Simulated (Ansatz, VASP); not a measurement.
# One calculation of BN, two programs

```
B N
1.0
     2.51223    0.00000    0.00000
    -1.25611    2.17565    0.00000
     0.00000    0.00000    8.56984
B N
2 2
Direct
  0.33333 0.66667 0.25000
  0.66667 0.33333 0.75000
  0.66667 0.33333 0.25000
  0.33333 0.66667 0.75000
```

Alike in both runs: functional PBE; k mesh 12 × 12 × 4; no spin polarisation.

Ansatz relaxed the structure, and its values are those at the end. VASP's run is a single point on that final structure, the one shown.

|  | VASP | Ansatz |
| --- | --- | --- |
| version | VASP 6.6.1 | Ansatz 0.2.0 |
| potentials or method | VASP PAW PBE potentials, release 64 (B, N), cutoff 520 eV | scalar-relativistic, plane waves, PAW |
| occupations | gaussian, width 0.01 eV | fixed |
| valence electrons in the cell | 16 | 16 |

|  | VASP | Ansatz | Ansatz less VASP |
| --- | --- | --- | --- |
| gap on the k mesh at the Fermi level (eV) | 4.35 | 4.35 | +0.003 |
| least direct gap on the mesh (eV) | 4.66 | 4.66 | +0.003 |
| pressure (GPa) | 0.0 | 0.0 | -0.03 |
